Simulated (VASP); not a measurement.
# Si (Fd-3m) in VASP: a series of runs

Runs on Si. Level: PBE. Tasks: single point, relaxation of cell and atoms.

All numbers are computed with VASP 6.6.1; they aren't measurements. Logs are shortened: lines on timing, memory, paths and dates and some standing lists are left out, and cuts for length are marked.

## 1. The cell of the first run

Symmetry: Fd-3m, No. 227, cubic system. The conventional cell has a = 5.470 Å, b = 5.470 Å, c = 5.470 Å, α = 90.00°, β = 90.00°, γ = 90.00°. Si (site symmetry -43m) has 4 Si at 2.37 Å within 3.1 Å.

## 2. Single point, PBE

INCAR

```
SYSTEM = Si
ALGO     = Normal         ! electronic algorithm
EDIFF    = 1E-6           ! SCF threshold, eV
ENCUT    = 500            ! plane-wave cutoff, eV
GGA      = PE             ! functional
GGA_COMPAT= .FALSE.      
ISIF     = 2              ! what is computed and relaxed
ISMEAR   = 0              ! smearing method
LASPH    = .TRUE.         ! aspherical terms in the spheres
LCHARG   = .FALSE.        ! write CHGCAR
LREAL    = .FALSE.        ! projectors in reciprocal space
LWAVE    = .FALSE.        ! write WAVECAR
NBANDS   = 11             ! bands
NELM     = 120            ! most SCF steps
PREC     = Accurate       ! precision mode
SIGMA    = 0.01           ! smearing width, eV
```

KPOINTS

```
k-points
0
G
  8 8 8
  0 0 0
```

POSCAR

```
Si
1.0
    0.0000000000      2.7351963823      2.7351963823
    2.7351963823      0.0000000000      2.7351963823
    2.7351963823      2.7351963823      0.0000000000
Si
2
Direct
    0.0000000000      0.0000000000      0.0000000000
    0.2500000000      0.2500000000      0.2500000000
```

Potentials or basis: VASP PAW PBE potentials, release 64 (Si).

Run with:

```console
cat potpaw_PBE.64/Si/POTCAR > POTCAR
mpirun -np 1 vasp_std > vasp.out
```

OUTCAR:

```text
SYSTEM = Si
   EDIFF = 1E-6
   ENCUT = 500
   GGA = PE
   ISIF = 2
   ISMEAR = 0
   LASPH = .TRUE.
   LREAL = .FALSE.
   NELM = 120
   PREC = Accurate

 ion  position               nearest neighbor table
   1  0.000  0.000  0.000-   2 2.37   2 2.37   2 2.37   2 2.37
   2  0.250  0.250  0.250-   1 2.37   1 2.37   1 2.37   1 2.37

  LATTYP: Found a face centered cubic cell.
 ALAT       =     5.4703927646

  Lattice vectors:

 A1 = (   0.0000000000,   2.7351963823,   2.7351963823)
 A2 = (   2.7351963823,   0.0000000000,   2.7351963823)
 A3 = (   2.7351963823,   2.7351963823,   0.0000000000)

Analysis of symmetry for initial positions (statically):
=====================================================================
 Subroutine PRICEL returns:
 Original cell was already a primitive cell.

 Routine SETGRP: Setting up the symmetry group for a
 face centered cubic supercell.

 Subroutine GETGRP returns: Found 48 space group operations
 (whereof 24 operations were pure point group operations)
 out of a pool of 48 trial point group operations.

The static configuration has the point symmetry T_d .
 The point group associated with its full space group is O_h .

Analysis of symmetry for dynamics (positions and initial velocities):
=====================================================================
 Subroutine PRICEL returns:
 Original cell was already a primitive cell.

 Routine SETGRP: Setting up the symmetry group for a
 face centered cubic supercell.

 Subroutine GETGRP returns: Found 48 space group operations
 (whereof 24 operations were pure point group operations)
 out of a pool of 48 trial point group operations.

The dynamic configuration has the point symmetry T_d .
 The point group associated with its full space group is O_h .

 Subroutine INISYM returns: Found 48 space group operations
 (whereof 24 operations are pure point group operations),
 and found     1 'primitive' translations

----------------------------------------------------------------------------------------

                                     Primitive cell

  volume of cell :      40.9256

  direct lattice vectors                    reciprocal lattice vectors
     0.000000000  2.735196382  2.735196382    -0.182802231  0.182802231  0.182802231
     2.735196382  0.000000000  2.735196382     0.182802231 -0.182802231  0.182802231
     2.735196382  2.735196382  0.000000000     0.182802231  0.182802231 -0.182802231

  length of vectors
     3.868151820  3.868151820  3.868151820     0.316622751  0.316622751  0.316622751

  position of ions in fractional coordinates (direct lattice)
     0.000000000  0.000000000  0.000000000
     0.250000000  0.250000000  0.250000000

  ion indices of the primitive-cell ions
   primitive index   ion index
                 1           1
                 2           2

----------------------------------------------------------------------------------------

 KPOINTS: k-points

Automatic generation of k-mesh.
 Grid dimensions read from file:
 generate k-points for:    8    8    8

 Generating k-lattice:

  Cartesian coordinates                     Fractional coordinates (reciprocal lattice)
    -0.022850279  0.022850279  0.022850279     0.125000000  0.000000000  0.000000000
     0.022850279 -0.022850279  0.022850279     0.000000000  0.125000000  0.000000000
     0.022850279  0.022850279 -0.022850279     0.000000000  0.000000000  0.125000000

  Length of vectors
     0.039577844  0.039577844  0.039577844

  Shift w.r.t. Gamma in fractional coordinates (k-lattice)
     0.000000000  0.000000000  0.000000000

 Subroutine IBZKPT returns following result:
 ===========================================

 Found     29 irreducible k-points:

 Following reciprocal coordinates:
            Coordinates               Weight
  0.000000  0.000000  0.000000      1.000000
  0.125000  0.000000  0.000000      8.000000
  0.250000  0.000000  0.000000      8.000000
  0.375000  0.000000  0.000000      8.000000
  0.500000  0.000000  0.000000      4.000000
  0.125000  0.125000  0.000000      6.000000
[... 16 lines left out ...]
  0.500000  0.250000  0.125000     48.000000
 -0.375000  0.250000  0.125000     24.000000
 [... further k-points ...]
   k-points           NKPTS =     29   k-points in BZ     NKDIM =     29   number of bands    NBANDS=     11
   number of dos      NEDOS =    301   number of ions     NIONS =      2
   total plane-waves  NPLWV =  21952
   dimension x,y,z NGX =    28 NGY =   28 NGZ =   28
   dimension x,y,z NGXF=    56 NGYF=   56 NGZF=   56
   ions per type =               2
   NGX,Y,Z   is equivalent  to a cutoff of  12.03, 12.03, 12.03 a.u.
   NGXF,Y,Z  is equivalent  to a cutoff of  24.07, 24.07, 24.07 a.u.
 SYSTEM =  Si
   PREC   = accura    normal or accurate (medium, high low for compatibility)
   ISTART =      0    job   : 0-new  1-cont  2-samecut
   ICHARG =      2    charge: 1-file 2-atom 10-const
   ISPIN  =      1    spin polarized calculation?
   LNONCOLLINEAR =      F non collinear calculations
   LSORBIT =      F    spin-orbit coupling
   LASPH  =      T    aspherical Exc in radial PAW
   ENCUT  =  500.0 eV  36.75 Ry    6.06 a.u.   7.05  7.05  7.05*2*pi/ulx,y,z
   NELM   =    120;   NELMIN=  2; NELMDL= -5     # of ELM steps
   EDIFF  = 0.1E-05   stopping-criterion for ELM
   LREAL  =      F    real-space projection
   EDIFFG = 0.1E-04   stopping-criterion for IOM
   NSW    =      0    number of steps for IOM
   IBRION =     -1    ionic relax: 0-MD 1-quasi-New 2-CG
   NFREE  =      0    steps in history (QN), initial steepest desc. (CG)
   ISIF   =      2    stress and relaxation
   ISYM   =      2    0-nonsym 1-usesym 2-fastsym
   POTIM  = 0.5000    time-step for ionic-motion
   TEBEG  =    0.0;   TEEND  =   0.0 temperature during run
   PSTRESS=    0.0 pullay stress
   NELECT =       8.0000    total number of electrons
   NUPDOWN=      -1.0000    fix difference up-down
   EMIN   =  10.00;   EMAX   =-10.00  energy-range for DOS
   EFERMI =   0.00;   METHOD = LEGACY
   ISMEAR =     0;   SIGMA  =   0.01  broadening in eV -4-tet -1-fermi 0-gaus
   EFERMI_NEDOS =   21; number of points for ismear=-14 and -15
   IALGO  =     38    algorithm
   IMIX   =      4    mixing-type and parameters
     AMIX     =   0.40;   BMIX     =  1.00
     AMIX_MAG =   1.60;   BMIX_MAG =  1.00
  volume/ion in A,a.u.               =      20.46       138.09
  Fermi-wavevector in a.u.,A,eV,Ry     =   0.950108  1.795444 12.282050  0.902705
  Thomas-Fermi vector in A             =   2.078454
   LORBIT       =      0    0 simple, 1 ext, 2 COOP (PROOUT), +10 PAW based schemes
   GGA     = PE    functional components
   LHFCALC =     F    Hartree Fock is set to
   AEXX    =    0.0000 exact exchange contribution
   IVDW    =     0    specifies the selected vdW correction
   LEPSILON=     F    determine dielectric tensor
   LRPA    =     F    only Hartree local field effects (RPA)
 non-spin polarized calculation
 Gauss-broadening in eV      SIGMA  =   0.01
  energy-cutoff  :      500.00
  volume of cell :       40.93
 maximum number of plane-waves:      1056
   NGX = 15   NGY = 15   NGZ = 15

 number of electron       8.0000000 magnetization

 Free energy of the ion-electron system (eV)
  ---------------------------------------------------
  ext. energy  EPLUGINS =         0.00000000
  ---------------------------------------------------
  free energy    TOTEN  =       -10.84605951 eV

  energy without entropy =      -10.84605951  energy(sigma->0) =      -10.84605951

 E-fermi :   5.7183     XC(G=0):  -9.3231

 val. band max:        5.6082717882   @ k =   0.0000   0.0000   0.0000
 cond. band min:       6.2597067364   @ k =   0.3750   0.3750   0.0000
 fundamental gap:      0.6514349481
 Fermi energy:         5.7183049614

 k-point     1 :       0.0000    0.0000    0.0000
  band No.  band energies     occupation
      1      -6.2005      2.00000
      2       5.6083      2.00000
      3       5.6083      2.00000
      4       5.6083      2.00000
      5       8.1643      0.00000
      6       8.1643      0.00000
      7       8.1643      0.00000
      8       8.7318      0.00000
      9      13.3164      0.00000
     10      13.3164      0.00000
     11      13.4818      0.00000

 k-point     2 :       0.1250    0.0000    0.0000
  band No.  band energies     occupation
      1      -6.0001      2.00000
      2       4.0177      2.00000
      3       5.3261      2.00000
      4       5.3261      2.00000
      5       8.0484      0.00000
      6       8.5795      0.00000
      7       8.5795      0.00000
      8      10.1332      0.00000
      9      12.8438      0.00000
     10      12.8438      0.00000
     11      14.2571      0.00000

 k-point     3 :       0.2500    0.0000    0.0000
  band No.  band energies     occupation
      1      -5.4162      2.00000
      2       1.7235      2.00000
      3       4.8638      2.00000
      4       4.8638      2.00000
      5       7.5643      0.00000
      6       9.0973      0.00000
      7       9.0973      0.00000
      8      12.3520      0.00000
      9      12.7946      0.00000
     10      12.7946      0.00000
     11      14.5347      0.00000
[... 267 lines left out ...]
 k-point    23 :       0.5000    0.2500    0.1250
  band No.  band energies     occupation
      1      -4.0279      2.00000
      2      -0.1774      2.00000
      3       2.3547      2.00000
      4       3.7223      2.00000
      5       8.4718      0.00000
      6       9.1369      0.00000
      7      10.5841      0.00000
      8      11.4842      0.00000
      9      14.5353      0.00000
     10      15.2306      0.00000
     11      17.5066      0.00000

 k-point    24 :      -0.3750    0.2500    0.1250
  band No.  band energies     occupation
      1      -3.3945      2.00000
      2      -1.0959      2.00000
      3       2.2232      2.00000
      4       3.4995      2.00000
      5       8.6300      0.00000
      6       8.7549      0.00000
      7      11.4524      0.00000
      8      12.6723      0.00000
      9      12.9117      0.00000
     10      16.1130      0.00000
     11      17.1556      0.00000

 [... further k-points ...]

------------------------ aborting loop because EDIFF is reached ----------------------------------------

  FORCE on cell =-STRESS in cart. coord.  units (eV):
  Direction    XX          YY          ZZ          XY          YZ          ZX
  --------------------------------------------------------------------------------------
  -------------------------------------------------------------------------------------
  Total       -0.0203079     -0.0203079     -0.0203079      0.0000000     -0.0000000      0.0000000
  in kB       -0.7950251     -0.7950251     -0.7950251      0.0000000     -0.0000000      0.0000000
  external PRESSURE =      -0.7950251 kB  Pullay stress =       0.0000000 kB

 VOLUME and BASIS-vectors are now :
 -----------------------------------------------------------------------------
  energy-cutoff  :      500.00
  volume of cell :       40.93
      direct lattice vectors                 reciprocal lattice vectors
     0.000000000  2.735196382  2.735196382    -0.182802231  0.182802231  0.182802231
     2.735196382  0.000000000  2.735196382     0.182802231 -0.182802231  0.182802231
     2.735196382  2.735196382  0.000000000     0.182802231  0.182802231 -0.182802231

 POSITION                                       TOTAL-FORCE (eV/Angst)
 -----------------------------------------------------------------------------------
      0.00000      0.00000      0.00000         0.000000      0.000000      0.000000
      1.36760      1.36760      1.36760        -0.000000     -0.000000     -0.000000
 -----------------------------------------------------------------------------------
    total drift:                                0.000000      0.000000     -0.000000

  FREE ENERGIE OF THE ION-ELECTRON SYSTEM (eV)
  ---------------------------------------------------
  free  energy   TOTEN  =       -10.8460595098 eV

  energy  without entropy=      -10.8460595098  energy(sigma->0) =      -10.84605951
```

Run time: 13 s. Hardware: 1 thread of Intel Xeon Platinum 8488C (Sapphire Rapids), shared host; peak memory 0.14 GiB.

What came out:

```yaml
Free_energy: -10.8461 eV
Pressure: -0.1 GPa
Band_gap_on_the_k_mesh: 0.65 eV (least direct gap 2.56 eV)
```

Levels at points of the mesh, in eV from the valence-band top:
```tsv
k point	band 2	band 3	band 4	band 5	band 6	band 7
(0.00, 0.00, 0.00)	0.00	0.00	0.00	2.56	2.56	2.56
(0.50, 0.00, 0.00)	-6.86	-1.18	-1.18	1.46	3.35	3.35
(0.50, 0.50, 0.00)	-7.74	-2.79	-2.79	0.75	0.75	9.93
```

A k mesh can miss the band edges.

## 3. Relaxation of cell and atoms, PBE

INCAR

```
SYSTEM = Si
PREC = Accurate ; ENCUT = 500
EDIFF = 1E-7 ; ISMEAR = 0
SIGMA = 0.01 ; LREAL = .FALSE.
LASPH = .TRUE. ; NELM = 120
ALGO = Normal ; ISIF = 3
LWAVE = .FALSE. ; LCHARG = .FALSE.
GGA = PE ; IBRION = 2
NSW = 80 ; EDIFFG = -0.001
GGA_COMPAT = .FALSE. ; NELMIN = 4
```

KPOINTS

```
regular mesh
0
G
  8 8 8
  0 0 0
```

POSCAR

```
Si
1.0
    0.0000000000      2.7352985364      2.7352985364
    2.7352985364      0.0000000000      2.7352985364
    2.7352985364      2.7352985364      0.0000000000
Si
2
Direct
    0.0000000000      0.0000000000      0.0000000000
    0.2500000000      0.2500000000      0.2500000000
```

Potentials or basis: VASP PAW PBE potentials, release 64 (Si).

Run with:

```console
cat potpaw_PBE.64/Si/POTCAR > POTCAR
mpirun -np 1 vasp_std > vasp.out
```

OUTCAR:

```text
SYSTEM = Si
   PREC = Accurate
   ENCUT = 500
   EDIFF = 1E-7
   ISMEAR = 0
   LREAL = .FALSE.
   LASPH = .TRUE.
   NELM = 120
   ISIF = 3
   GGA = PE
   IBRION = 2
   NSW = 80
   EDIFFG = -0.001
   NELMIN = 4

 ion  position               nearest neighbor table
   1  0.000  0.000  0.000-   2 2.37   2 2.37   2 2.37   2 2.37
   2  0.250  0.250  0.250-   1 2.37   1 2.37   1 2.37   1 2.37

  LATTYP: Found a face centered cubic cell.
 ALAT       =     5.4705970728

  Lattice vectors:

 A1 = (   0.0000000000,   2.7352985364,   2.7352985364)
 A2 = (   2.7352985364,   0.0000000000,   2.7352985364)
 A3 = (   2.7352985364,   2.7352985364,   0.0000000000)

Analysis of symmetry for initial positions (statically):
=====================================================================
[... 261 lines left out ...]
 fundamental gap:      0.6498657688
 Fermi energy:         5.7260980337

 k-point     1 :       0.0000    0.0000    0.0000
  band No.  band energies     occupation
      1      -6.1971      2.00000
      2       5.6185      2.00000
      3       5.6185      2.00000
      4       5.6185      2.00000
      5       8.1748      0.00000
      6       8.1748      0.00000
      7       8.1748      0.00000
      8       8.7535      0.00000
[... 243 lines left out ...]
 k-point    24 :      -0.3750    0.2500    0.1250
  band No.  band energies     occupation
      1      -3.3882      2.00000
      2      -1.0893      2.00000
      3       2.2306      2.00000
      4       3.5075      2.00000
      5       8.6424      0.00000
      6       8.7645      0.00000
      7      11.4656      0.00000
      8      12.6849      0.00000

 [... further k-points ...]

------------------------ aborting loop because EDIFF is reached ----------------------------------------

  FORCE on cell =-STRESS in cart. coord.  units (eV):
  Direction    XX          YY          ZZ          XY          YZ          ZX
  --------------------------------------------------------------------------------------
  -------------------------------------------------------------------------------------
  Total        0.0013586      0.0013586      0.0013586      0.0000000      0.0000000      0.0000000
  in kB        0.0532419      0.0532419      0.0532419      0.0000000      0.0000000      0.0000000
  external PRESSURE =       0.0532419 kB  Pullay stress =       0.0000000 kB
[... 17 lines left out ...]
  FREE ENERGIE OF THE ION-ELECTRON SYSTEM (eV)
  ---------------------------------------------------
  free  energy   TOTEN  =       -10.8460711718 eV

  energy  without entropy=      -10.8460711718  energy(sigma->0) =      -10.84607117

 reached required accuracy - stopping structural energy minimisation
```

Run time: 15 s. Hardware: 1 thread of Intel Xeon Platinum 8488C (Sapphire Rapids), shared host; peak memory 0.14 GiB.

What came out:

```
Free energy                           : -10.8461 eV
Relaxed volume                        : 20.44 Å³/atom
Relaxed cell                          : a = 3.867 Å, b = 3.867 Å, c = 3.867 Å, α = 60.00°, β = 60.00°, γ = 60.00°
Space group after relaxing (to 0.1 Å) : Fd-3m (No. 227)
Energy gained by relaxing             : 0.0 meV/atom
Ionic steps                           : 3
Pressure after relaxing               : 0.0 GPa
Band gap on the k mesh                : 0.65 eV (least direct gap 2.56 eV)
```

Final structure:
```cif
data_structure
_symmetry_space_group_name_H-M 'P 1'
_symmetry_Int_Tables_number 1
_cell_length_a 3.8669
_cell_length_b 3.8669
_cell_length_c 3.8669
_cell_angle_alpha 60.000
_cell_angle_beta 60.000
_cell_angle_gamma 60.000
_cell_volume 40.88
loop_
_atom_site_label
_atom_site_type_symbol
_atom_site_fract_x
_atom_site_fract_y
_atom_site_fract_z
_atom_site_occupancy
Si1 Si 0.00000 0.00000 0.00000 1
Si2 Si 0.25000 0.25000 0.25000 1
```

A k mesh can miss the band edges.
